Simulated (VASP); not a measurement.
Write the native input for VASP 6.6.1 that does the following.

```
Task                   : single point
Functional             : PBE
Potentials or basis    : VASP PAW PBE potentials, release 64 (Na_pv, Y_sv, Sc_sv, C, N)
Cutoff                 : 520 eV
k mesh                 : 4 × 4 × 4
Occupations            : gaussian, width 0.1 eV
Spin                   : collinear spin, ferromagnetic start
Starting moments       : [0.0, 0.0, 0.0, 0.0, 1.0, 1.0, 1.0, 1.0, 1.0, 1.0, 1.0, 1.0, 1.0, 1.0, 1.0, 1.0] μB
Dipole correction      : no
Further INCAR settings : LREAL = Auto; ALGO = Normal; EDIFF = 1e-06; NBANDS = 63
```

The structure of Na2YScC6N6 lies in POSCAR:

```
Na2YScC6N6
1.0
    0.0000000000      5.8322998732      5.8322998732
    5.8322998732      0.0000000000      5.8322998732
    5.8322998732      5.8322998732      0.0000000000
Na Y Sc C N
2 1 1 6 6
Direct
    0.2500000000      0.2500000000      0.2500000000
    0.7500000000      0.7500000000      0.7500000000
    0.0000000000      0.0000000000      0.0000000000
    0.5000000000      0.5000000000      0.5000000000
    0.7882445026      0.2117554974      0.2117554974
    0.2117554974      0.7882445026      0.2117554974
    0.2117554974      0.2117554974      0.7882445026
    0.2117554974      0.7882445026      0.7882445026
    0.7882445026      0.2117554974      0.7882445026
    0.7882445026      0.7882445026      0.2117554974
    0.6870214108      0.3129785892      0.3129785892
    0.3129785892      0.6870214108      0.3129785892
    0.3129785892      0.3129785892      0.6870214108
    0.3129785892      0.6870214108      0.6870214108
    0.6870214108      0.3129785892      0.6870214108
    0.6870214108      0.6870214108      0.3129785892
```

These files were run (other wordings do the same):

INCAR

```
ALGO     = Normal         # electronic algorithm
EDIFF    = 1E-6           # SCF threshold, eV
ENCUT    = 520            # plane-wave cutoff, eV
GGA      = PE             # functional
ISIF     = 2              # what is computed and relaxed
ISMEAR   = 0              # smearing method
ISPIN    = 2              # spin polarisation
LASPH    = T              # aspherical terms in the spheres
LCHARG   = F              # write CHGCAR
LMAXMIX  = 4              # l up to which the mixer works
LORBIT   = 11             # projections on sites
LREAL    = Auto         
LWAVE    = F              # write WAVECAR
MAGMOM   = 0 0 0 0 1 1 1 1 1 1 1 1 1 1 1 1 # initial moments
NBANDS   = 63             # bands
NELM     = 150            # most SCF steps
PREC     = Accurate       # precision mode
SIGMA    = 0.1            # smearing width, eV
```

KPOINTS

```
k-points
0
Gamma
  4 4 4
```

Potentials or basis: VASP PAW PBE potentials, release 64 (Na_pv, Y_sv, Sc_sv, C, N).

The run is started by

```sh
$ cat potpaw_PBE.64/Na_pv/POTCAR potpaw_PBE.64/Y_sv/POTCAR potpaw_PBE.64/Sc_sv/POTCAR potpaw_PBE.64/C/POTCAR potpaw_PBE.64/N/POTCAR > POTCAR
$ mpirun -np 1 vasp_std > vasp.out
```

It gave:

```json
{"Pressure": "0.3 GPa", "Largest force": "0.367 eV/Å", "Band gap on the k mesh": "zero (filled and empty bands overlap)", "Net moment": "0.00 μB per cell", "Valence electrons inside the program's atomic spheres": "Na 5.96; Y 9.66; Sc 9.45; C 2.56; N 3.89"}
```

Run time: 35 min on 1 thread of Intel Xeon 8259CL, with other jobs on the host, peak memory 0.95 GiB.
